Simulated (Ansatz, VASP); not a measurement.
Sr: VASP beside Ansatz

File INCAR:

```
SYSTEM = Sr
PREC = Accurate
ENCUT = 520
EDIFF = 1E-6
ISMEAR = 0
SIGMA = 0.1
LREAL = .FALSE.
LASPH = .TRUE.
NELM = 100
ALGO = Fast
ISIF = 2
LWAVE = .FALSE.
LCHARG = .FALSE.
GGA = PE
NBANDS = 11
```

KPOINTS

```
regular mesh
0
G
  12 12 12
  0 0 0
```

POSCAR

```
Sr
1.0
   -2.3627987500      2.3627987500      2.3627987500
    2.3627987500     -2.3627987500      2.3627987500
    2.3627987500      2.3627987500     -2.3627987500
Sr
1
Direct
    0.0000000000      0.0000000000      0.0000000000
```

Input for Ansatz:

```yaml
crystal:
  lattice:
    - [-2.36279875, 2.36279875, 2.36279875]
    - [2.36279875, -2.36279875, 2.36279875]
    - [2.36279875, 2.36279875, -2.36279875]
  atoms:
    - { symbol: Sr, position: [0.0, 0.0, 0.0] }
basis:
  ecutwfc: 420
kpoints:
  mp_grid: { grid: [12, 12, 12] }
hamiltonian:
  xc: pbe
scf:
  occupations: { method: gaussian, width: 0.1 }
output:
  forces: true
  stress: true
  eigenvalues: true
  populations: true
```

Alike in both runs: task single point; functional PBE; k mesh 12 × 12 × 12; occupations gaussian, width 0.1 eV; no spin polarisation.

|  | VASP | Ansatz |
| --- | --- | --- |
| version | VASP 6.6.1 | Ansatz 0.2.0 |
| potentials or method | VASP PAW PBE potentials, release 64 (Sr_sv), cutoff 520 eV | scalar-relativistic, plane waves, PAW |
| valence electrons in the cell | 10 | 10 |

```tsv
	VASP	Ansatz	Ansatz less VASP
gap on the k mesh at the Fermi level (eV)	none	none	-
pressure (GPa)	0.2	0.2	-0.01
```

A gap of «none» marks a metal or a gap that the smearing closes. The functional is the same, so the differences come from potentials, cutoffs and numerics.
